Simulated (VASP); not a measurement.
# C in VASP: a series of runs

C is run at these levels: PBE+D3(BJ); tasks: single point, relaxation of the atoms.

All numbers are computed with VASP 6.6.1; they aren't measurements. Logs are shortened: lines on timing, memory, paths and dates and some standing lists are left out, and cuts for length are marked.

## 1. The cell of the first run

The cell holds a slab with vacuum, 8 atoms: a = 2.465 Å, b = 2.465 Å, c = 61.440 Å, α = 90.00°, β = 90.00°, γ = 120.00°.

## 2. Single point, PBE+D3(BJ)

INCAR

```
PREC     = Accurate       # precision mode
ENCUT    = 520            # plane-wave cutoff, eV
EDIFF    = 1E-6           # SCF threshold, eV
ISMEAR   = 0              # smearing method
SIGMA    = 0.1            # smearing width, eV
LREAL    = F              # projectors in reciprocal space
LASPH    = T              # aspherical terms in the spheres
NELM     = 80             # most SCF steps
ALGO     = Normal         # electronic algorithm
ISIF     = 2              # what is computed and relaxed
LWAVE    = F              # write WAVECAR
LCHARG   = F              # write CHGCAR
LDIPOL   = T            
IDIPOL   = 3            
DIPOL    = 0.5 0.5 0.500
GGA      = PE             # functional
IVDW     = 12             # dispersion correction
NBANDS   = 26             # bands
```

KPOINTS

```
regular mesh
0
Gamma
  12 12 1
```

POSCAR

```
C
1.0
    2.4652678563      0.0000000000      0.0000000000
   -1.2326339282      2.1349845907      0.0000000000
    0.0000000000      0.0000000000     61.4401690593
C
8
Direct
    0.0000000000      0.0000000000      0.1383459735
    0.6666666667      0.3333333333      0.1383539356
    0.0000000000      0.0000000000      0.4722948460
    0.3333333333      0.6666666667      0.4722868839
    0.0000000000      0.0000000000      0.5277051540
    0.6666666667      0.3333333333      0.5277131161
    0.3333333333      0.6666666667      0.8616460644
    0.0000000000      0.0000000000      0.8616540265
```

Potentials or basis: VASP PAW PBE potentials, release 64 (C).

Started as:

```bash
cat potpaw_PBE.64/C/POTCAR > POTCAR
mpirun -np 1 vasp_std > vasp.out
```

OUTCAR:

```text
PREC = Accurate
   ENCUT = 520
   EDIFF = 1E-6
   ISMEAR = 0
   LREAL = F
   LASPH = T
   NELM = 80
   ISIF = 2
   GGA = PE
   IVDW = 12
 IVDW          = 12

 ion  position               nearest neighbor table
   1  0.000  0.000  0.138-   2 1.42   2 1.42   2 1.42
   2  0.667  0.333  0.138-   1 1.42   1 1.42   1 1.42
   3  0.000  0.000  0.472-   4 1.42   4 1.42   4 1.42
   4  0.333  0.667  0.472-   3 1.42   3 1.42   3 1.42
   5  0.000  0.000  0.528-   6 1.42   6 1.42   6 1.42
   6  0.667  0.333  0.528-   5 1.42   5 1.42   5 1.42
   7  0.333  0.667  0.862-   8 1.42   8 1.42   8 1.42
   8  0.000  0.000  0.862-   7 1.42   7 1.42   7 1.42

  LATTYP: Found a hexagonal cell.
 ALAT       =     2.4652678563
 C/A-ratio  =    24.9223097207

  Lattice vectors:

 A1 = (   2.4652678563,   0.0000000000,   0.0000000000)
 A2 = (  -1.2326339282,   2.1349845907,   0.0000000000)
 A3 = (   0.0000000000,   0.0000000000,  61.4401690593)

Analysis of symmetry for initial positions (statically):
=====================================================================
 Subroutine PRICEL returns:
 Original cell was already a primitive cell.

 Routine SETGRP: Setting up the symmetry group for a
 hexagonal supercell.

 Subroutine GETGRP returns: Found 12 space group operations
 (whereof 12 operations were pure point group operations)
 out of a pool of 24 trial point group operations.

The static configuration has the point symmetry D_3d.

Analysis of symmetry for dynamics (positions and initial velocities):
=====================================================================
 Subroutine PRICEL returns:
 Original cell was already a primitive cell.

 Routine SETGRP: Setting up the symmetry group for a
 hexagonal supercell.

 Subroutine GETGRP returns: Found 12 space group operations
 (whereof 12 operations were pure point group operations)
 out of a pool of 24 trial point group operations.

The dynamic configuration has the point symmetry D_3d.

 Subroutine INISYM returns: Found 12 space group operations
 (whereof 12 operations are pure point group operations),
 and found     1 'primitive' translations

----------------------------------------------------------------------------------------

                                     Primitive cell

  volume of cell :     323.3786

  direct lattice vectors                    reciprocal lattice vectors
     2.465267856  0.000000000  0.000000000     0.405635435  0.234193728  0.000000000
    -1.232633928  2.134984591  0.000000000     0.000000000  0.468387456  0.000000000
     0.000000000  0.000000000 61.440169059     0.000000000  0.000000000  0.016275997

  length of vectors
     2.465267856  2.465267856 61.440169059     0.468387456  0.468387456  0.016275997

  position of ions in fractional coordinates (direct lattice)
     0.000000000  0.000000000  0.138345974
     0.666666667  0.333333333  0.138353936
     0.000000000  0.000000000  0.472294846
     0.333333333  0.666666667  0.472286884
     0.000000000  0.000000000  0.527705154
     0.666666667  0.333333333  0.527713116
     0.333333333  0.666666667  0.861646064
     0.000000000  0.000000000  0.861654026

  ion indices of the primitive-cell ions
   primitive index   ion index
                 1           1
                 2           2
                 3           3
                 4           4
                 5           5
                 6           6
                 7           7
                 8           8

----------------------------------------------------------------------------------------

 KPOINTS: regular mesh

Automatic generation of k-mesh.
 Grid dimensions read from file:
 generate k-points for:   12   12    1

 Generating k-lattice:

  Cartesian coordinates                     Fractional coordinates (reciprocal lattice)
     0.033802953  0.019516144  0.000000000     0.083333333  0.000000000  0.000000000
     0.000000000  0.039032288  0.000000000     0.000000000  0.083333333  0.000000000
     0.000000000  0.000000000  0.016275997     0.000000000  0.000000000  1.000000000

  Length of vectors
     0.039032288  0.039032288  0.016275997

  Shift w.r.t. Gamma in fractional coordinates (k-lattice)
     0.000000000  0.000000000  0.000000000

 Subroutine IBZKPT returns following result:
 ===========================================

 Found     19 irreducible k-points:

 Following reciprocal coordinates:
            Coordinates               Weight
  0.000000  0.000000  0.000000      1.000000
  0.083333  0.000000  0.000000      6.000000
  0.166667 -0.000000  0.000000      6.000000
  0.250000  0.000000  0.000000      6.000000
  0.333333 -0.000000  0.000000      6.000000
  0.416667  0.000000  0.000000      6.000000
[... 11 lines left out ...]
  0.333333  0.250000  0.000000     12.000000
  0.333333  0.333333  0.000000      2.000000
   k-points           NKPTS =     19   k-points in BZ     NKDIM =     19   number of bands    NBANDS=     26
   number of dos      NEDOS =    301   number of ions     NIONS =      8
   total plane-waves  NPLWV = 155520
   dimension x,y,z NGX =    18 NGY =   18 NGZ =  480
   dimension x,y,z NGXF=    36 NGYF=   36 NGZF=  960
   ions per type =               8
   NGX,Y,Z   is equivalent  to a cutoff of  12.14, 12.14, 12.99 a.u.
   NGXF,Y,Z  is equivalent  to a cutoff of  24.28, 24.28, 25.98 a.u.
 SYSTEM =  unknown system
   PREC   = accura    normal or accurate (medium, high low for compatibility)
   ISTART =      0    job   : 0-new  1-cont  2-samecut
   ICHARG =      2    charge: 1-file 2-atom 10-const
   ISPIN  =      1    spin polarized calculation?
   LNONCOLLINEAR =      F non collinear calculations
   LSORBIT =      F    spin-orbit coupling
   LASPH  =      T    aspherical Exc in radial PAW
   ENCUT  =  520.0 eV  38.22 Ry    6.18 a.u.   4.58  4.58114.24*2*pi/ulx,y,z
   NELM   =     80;   NELMIN=  2; NELMDL= -5     # of ELM steps
   EDIFF  = 0.1E-05   stopping-criterion for ELM
   LREAL  =      F    real-space projection
   EDIFFG = 0.1E-04   stopping-criterion for IOM
   NSW    =      0    number of steps for IOM
   IBRION =     -1    ionic relax: 0-MD 1-quasi-New 2-CG
   NFREE  =      0    steps in history (QN), initial steepest desc. (CG)
   ISIF   =      2    stress and relaxation
   ISYM   =      2    0-nonsym 1-usesym 2-fastsym
   POTIM  = 0.5000    time-step for ionic-motion
   TEBEG  =    0.0;   TEEND  =   0.0 temperature during run
   PSTRESS=    0.0 pullay stress
   NELECT =      32.0000    total number of electrons
   NUPDOWN=      -1.0000    fix difference up-down
   EMIN   =  10.00;   EMAX   =-10.00  energy-range for DOS
   EFERMI =   0.00;   METHOD = LEGACY
   ISMEAR =     0;   SIGMA  =   0.10  broadening in eV -4-tet -1-fermi 0-gaus
   EFERMI_NEDOS =   21; number of points for ismear=-14 and -15
   IALGO  =     38    algorithm
   IMIX   =      4    mixing-type and parameters
     AMIX     =   0.40;   BMIX     =  1.00
     AMIX_MAG =   1.60;   BMIX_MAG =  1.00
  volume/ion in A,a.u.               =      40.42       272.78
  Fermi-wavevector in a.u.,A,eV,Ry     =   0.757218  1.430935  7.801301  0.573379
  Thomas-Fermi vector in A             =   1.855515
   LORBIT       =      0    0 simple, 1 ext, 2 COOP (PROOUT), +10 PAW based schemes
   GGA     = PE    functional components
   LHFCALC =     F    Hartree Fock is set to
   AEXX    =    0.0000 exact exchange contribution
   IVDW    =    12    specifies the selected vdW correction
   LEPSILON=     F    determine dielectric tensor
   LRPA    =     F    only Hartree local field effects (RPA)
 non-spin polarized calculation
 Gauss-broadening in eV      SIGMA  =   0.10
  energy-cutoff  :      520.00
  volume of cell :      323.38
 maximum number of plane-waves:      8816
   NGX =  9   NGY =  9   NGZ =229

 dipolmoment           0.000000      0.000000      0.000000 electrons x Angstroem

 number of electron      31.9999990 magnetization

 dipolmoment           0.000000      0.000000     -0.000000 electrons x Angstroem

 Free energy of the ion-electron system (eV)
  ---------------------------------------------------
  ext. energy  EPLUGINS =         0.00000000
  ---------------------------------------------------
  free energy    TOTEN  =       -73.76570949 eV

  energy without entropy =      -73.76100797  energy(sigma->0) =      -73.76335873

 E-fermi :  -2.2967     XC(G=0):  -2.6881

 val. band max:       -2.2976192725   @ k =   0.3333   0.3333   0.0000
 cond. band min:      -2.2962870221   @ k =   0.3333   0.3333   0.0000
 fundamental gap:      0.0013322503
 Fermi energy:        -2.2967302128

 k-point     1 :       0.0000    0.0000    0.0000
  band No.  band energies     occupation
      1     -21.8800      2.00000
      2     -21.8259      2.00000
      3     -21.8259      2.00000
      4     -21.7459      2.00000
      5     -10.3507      2.00000
      6      -9.9194      2.00000
[... 18 lines left out ...]
     25       2.3716      0.00000
     26       2.7377      0.00000

 k-point     2 :       0.0833    0.0000    0.0000
  band No.  band energies     occupation
      1     -21.7152      2.00000
      2     -21.6618      2.00000
      3     -21.6618      2.00000
      4     -21.5825      2.00000
      5     -10.1522      2.00000
      6      -9.7234      2.00000
[... 18 lines left out ...]
     25       2.5985      0.00000
[... 463 lines left out ...]
     25       9.0195      0.00000
     26       9.0255      0.00000

 k-point    19 :       0.3333    0.3333    0.0000
  band No.  band energies     occupation
      1     -14.9280      2.00000
      2     -14.8995      2.00000
      3     -14.8995      2.00000
      4     -14.8995      2.00000
      5     -14.8995      2.00000
      6     -14.8840      2.00000
[... 18 lines left out ...]
     25      10.2953      0.00000
     26      10.5866      0.00000

------------------------ aborting loop because EDIFF is reached ----------------------------------------

 vacuum level on the upper side and lower side of the slab       (xc-potential included)        -0.007        -0.007

 Edisp (eV)   -0.82866

 E8    (eV) :    -0.2527

  FORCE on cell =-STRESS in cart. coord.  units (eV):
  Direction    XX          YY          ZZ          XY          YZ          ZX
  --------------------------------------------------------------------------------------
  -------------------------------------------------------------------------------------
  Total       0.39785     0.39785    -0.06638    -0.00000    -0.00000    -0.00000
  in kB       1.97112     1.97112    -0.32889    -0.00000    -0.00000    -0.00000
  external pressure =        1.20 kB  Pullay stress =        0.00 kB

 VOLUME and BASIS-vectors are now :
 -----------------------------------------------------------------------------
  energy-cutoff  :      520.00
  volume of cell :      323.38
      direct lattice vectors                 reciprocal lattice vectors
     2.465267856  0.000000000  0.000000000     0.405635435  0.234193728  0.000000000
    -1.232633928  2.134984591  0.000000000     0.000000000  0.468387456  0.000000000
     0.000000000  0.000000000 61.440169059     0.000000000  0.000000000  0.016275997

 POSITION                                       TOTAL-FORCE (eV/Angst)
 -----------------------------------------------------------------------------------
      0.00000      0.00000      8.50000         0.000000      0.000000      0.008140
      1.23263      0.71166      8.50049         0.000000     -0.000000     -0.008239
      0.00000      0.00000     29.01788         0.000000     -0.000000      0.006782
     -0.00000      1.42332     29.01739        -0.000000      0.000000     -0.000406
      0.00000      0.00000     32.42229        -0.000000      0.000000     -0.006782
      1.23263      0.71166     32.42278         0.000000      0.000000      0.000406
     -0.00000      1.42332     52.93968        -0.000000      0.000000      0.008239
      0.00000      0.00000     52.94017        -0.000000     -0.000000     -0.008140
 -----------------------------------------------------------------------------------
    total drift:                                0.000000     -0.000000     -0.000000

  FREE ENERGIE OF THE ION-ELECTRON SYSTEM (eV)
  ---------------------------------------------------
  free  energy   TOTEN  =       -74.5943729940 eV

  energy  without entropy=      -74.5896714786  energy(sigma->0) =      -74.59202224

 vacuum level on the upper side and lower side of the slab         1.938         1.938
```

It took 3.4 min on 1 thread of Intel Xeon Platinum 8375C at 2.90GHz (Ice Lake), shared host; peak memory 0.43 GiB.

What came out:

| Quantity | Value |
| --- | --- |
| Free energy | -74.5944 eV |
| Largest force | 0.008 eV/Å |
| Band gap on the k mesh | zero (filled and empty bands touch) |
| Dispersion energy per atom | -0.104 eV |

Forces in eV/Å, atoms in the order of the input:
```
C    0.000  0.000  0.008
C    0.000  0.000 -0.008
C    0.000  0.000  0.007
C    0.000  0.000  0.000
C    0.000  0.000 -0.007
C    0.000  0.000  0.000
C    0.000  0.000  0.008
C    0.000  0.000 -0.008
```

Levels at points of the mesh, in eV from the Fermi level:
```tsv
k point	band 13	band 14	band 15	band 16	band 17	band 18	band 19	band 20
(0.00, 0.00, 0.00)	-3.03	-3.03	-3.02	-3.02	3.26	3.26	3.43	3.79
(0.50, 0.00, 0.00)	-2.54	-2.36	-2.36	-2.21	1.55	1.68	1.68	1.87
```

[end of part 1 of 2]
